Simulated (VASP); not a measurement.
Ir: single point with LDA

Crystal: Ir.

```
Ir
1.0
     0.00000    2.16711    1.47299
     2.16711    0.00000    1.47299
     2.16711    2.16711    0.00000
Ir
1
Cartesian
  0.0000 0.0000 0.0000
```

```json
{"Program": "VASP 6.6.1", "Task": "single point", "Functional": "LDA", "Potentials or basis": "VASP PAW LDA potentials, release 64 (Ir_sv_GW)", "Cutoff": "560 eV", "k mesh": "22 × 22 × 22", "Occupations": "gaussian, width 0.15 eV", "Spin": "no spin polarisation"}
```

```yaml
Pressure: 12.6 GPa
Band_gap_on_the_k_mesh: zero (an odd number of electrons rules out a gap without spin polarisation)
```

Stress tensor (GPa, compression positive):
```
20.99  0.00  0.00
 0.00 20.99  0.00
 0.00  0.00 -4.29
```

Levels at points of the mesh, in eV from the Fermi level:
```csv
k point,band 4,band 5,band 6,band 7,band 8,band 9,band 10,band 11,band 12,band 13
"(0.00, 0.00, 0.00)",-48.76,-11.04,-4.14,-3.71,-3.71,-0.98,-0.22,15.93,15.93,16.83
"(0.50, 0.00, 0.00)",-48.83,-7.96,-5.99,-0.62,0.02,0.14,2.51,8.73,12.57,16.76
"(0.50, 0.50, 0.00)",-49.42,-7.61,-7.54,1.63,1.63,1.84,7.66,7.66,8.90,15.54
"(0.50, 0.00, 0.50)",-48.74,-8.02,-5.51,-1.20,-0.26,-0.13,2.39,8.37,12.90,17.73
```

It took 110 s on 1 thread of Intel(R) Xeon(R) 6975P-C (Granite Rapids) (shared host), peak memory 0.29 GiB.

Caveat: the stress differs along the axes, from -4 to 21 GPa; spin-orbit coupling is left out, which moves the levels of the heavy elements.
